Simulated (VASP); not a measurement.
Here is a VASP 6.6.1 calculation.

POSCAR

```
C
1.0
    0.0000000000      1.5827675000      1.7834000000
    1.9840325000      0.0000000000      1.7834000000
    1.9840325000      1.5827675000      0.0000000000
C
2
Direct
    0.5000000000      0.5000000000      0.5000000000
    0.7500000000      0.7500000000      0.7500000000
```

File INCAR.step1:

```
SYSTEM = C
PREC = Accurate
ENCUT = 520
ISMEAR = 0
SIGMA = 0.05
LREAL = .False.
LASPH = .True.
NELM = 60
NBANDS = 11
GGA = PE
ALGO = Normal
EDIFF = 1E-4
LWAVE = .True.
LCHARG = .False.
```

INCAR.step2

```
SYSTEM = C
PREC = Accurate
ENCUT = 520
EDIFF = 1E-6
ISMEAR = 0
SIGMA = 0.05
LREAL = .False.
LASPH = .True.
NELM = 60
ALGO = Normal
ISIF = 2
LWAVE = .False.
LCHARG = .False.
METAGGA = R2SCAN
LMIXTAU = .True.
NBANDS = 11
ISTART = 1
```

Contents of KPOINTS:

```
Automatic mesh
0
Gamma
  12 12 12
  0 0 0
```

Potentials or basis: VASP PAW PBE potentials, release 64 (C).

The run is started by

```sh
$ cat potpaw_PBE.64/C/POTCAR > POTCAR
$ cp INCAR.step1 INCAR
$ mpirun -np 1 vasp_std > vasp.out
$ cp INCAR.step2 INCAR
$ mpirun -np 1 vasp_std > vasp.out
```

**Question.** Estimate the band gap on the k mesh.

**Answer.** 0.05 eV, indirect (least direct gap 3.11 eV).

**Question.** What does it give for the pressure?

**Answer.** 5.9 GPa.

Stress tensor (GPa, compression positive):
```
-114.95    0.00    0.00
   0.00  105.10    0.00
   0.00    0.00   27.67
```

Caveat: the cell differs from its parent crystal (strain +0.1125 x Voigt [1, -1, 0, 0, 0, 0]); the PAW data sets were made with another functional, which shifts forces and pressure a little. A k mesh can miss the band edges.
